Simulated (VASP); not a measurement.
## GaN: single point with PBE

GaN:

```xyz
4
Lattice="3.1599 -0.0065 0.0000 -1.5856 2.7463 0.0000 0.0000 0.0000 4.9845" Properties=species:S:1:pos:R:3 pbc="T T T"
Ga    0.0330    1.8499   -0.0473
Ga    1.5414    0.8899    2.4450
N    -0.0244    1.8168    1.9164
N     1.5987    0.9230    4.4087
```

This cell differs from its parent crystal: strained and its atoms moved.

```
Program                : VASP 6.6.1
Task                   : single point
Functional             : PBE
Potentials or basis    : VASP PAW PBE potentials, release 64 (Ga_d, N)
Cutoff                 : 520 eV
k mesh                 : 12 × 12 × 6
Occupations            : gaussian, width 0.02 eV
Spin                   : no spin polarisation
Dipole correction      : no
Further INCAR settings : ALGO = Normal; EDIFF = 1e-07; NBANDS = 26
```

```json
{
  "Pressure": "17.4 GPa",
  "Largest force": "0.698 eV/Å",
  "Band gap on the k mesh": "2.15 eV"
}
```

Forces in eV/Å, atoms in the order of the input:
```
Ga  -0.289 -0.167  0.613
Ga   0.289  0.167  0.613
N   -0.103 -0.059 -0.613
N    0.103  0.059 -0.613
```

Stress tensor (GPa, compression positive):
```
16.59 -0.55  0.00
-0.55 17.22  0.00
 0.00  0.00 18.50
```

Levels at points of the mesh, in eV from the valence-band top:
| k point | band 15 | band 16 | band 17 | band 18 | band 19 | band 20 | band 21 | band 22 |
| --- | --- | --- | --- | --- | --- | --- | --- | --- |
| (0.00, 0.00, 0.00) | -1.36 | -0.36 | -0.23 | 0.00 | 2.15 | 3.98 | 9.47 | 9.72 |
| (0.50, 0.00, 0.00) | -4.43 | -3.37 | -2.30 | -1.47 | 4.60 | 5.70 | 6.55 | 9.04 |
| (0.00, 0.50, 0.00) | -4.43 | -3.28 | -2.30 | -1.41 | 4.82 | 5.76 | 6.20 | 8.87 |
| (0.00, 0.00, 0.50) | -0.93 | -0.93 | -0.81 | -0.81 | 4.32 | 4.32 | 8.62 | 8.62 |
| (0.50, 0.00, 0.50) | -2.50 | -2.50 | -1.83 | -1.83 | 4.42 | 4.42 | 7.84 | 7.84 |
| (0.00, 0.50, 0.50) | -2.42 | -2.42 | -1.90 | -1.90 | 4.56 | 4.56 | 7.79 | 7.79 |

Wall time 68 s on 1 thread of Intel(R) Xeon(R) 6975P-C (Granite Rapids) (shared host), peak memory 0.28 GiB.

Caveat: the cell differs from its parent crystal (strained and its atoms moved); the cell stands under pressure.
